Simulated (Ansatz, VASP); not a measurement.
**One calculation of ZrSc4F2, two programs**

```
Zr Sc F
1.0
     5.42116    0.00000    0.00000
    -2.71058    4.69486    0.00000
     0.00000    0.00000    6.34763
Zr Sc F
1 4 2
Direct
  0.00000 0.00000 0.50000
  0.33333 0.66667 0.72802
  0.33333 0.66667 0.27198
  0.66667 0.33333 0.27198
  0.66667 0.33333 0.72802
  0.00000 0.00000 0.81128
  0.00000 0.00000 0.18872
```

Alike in both runs: functional PBE; k mesh 4 × 4 × 3; occupations gaussian, width 0.2 eV; no spin polarisation.

Ansatz relaxed the structure, and its values are those at the end. VASP's run is a single point on that final structure, the one shown.

|  | VASP | Ansatz |
| --- | --- | --- |
| version | VASP 6.6.1 | Ansatz 0.2.0 |
| potentials or method | VASP PAW PBE potentials, release 64 (Zr_sv, Sc_sv, F), cutoff 520 eV | scalar-relativistic, plane waves, PAW |
| valence electrons in the cell | 70 | 70 |

Ansatz gave:

```
gap on the k mesh at the Fermi level (eV) : none
pressure (GPa)                            : -0.2
rms of the force components (eV/Å)        : 0.007
```

Question: Which values does VASP return?

Answer: gap on the k mesh at the Fermi level (eV): none; pressure (GPa): -0.1; rms of the force components (eV/Å): 0.037.

A gap of «none» marks a metal or a gap that the smearing closes.
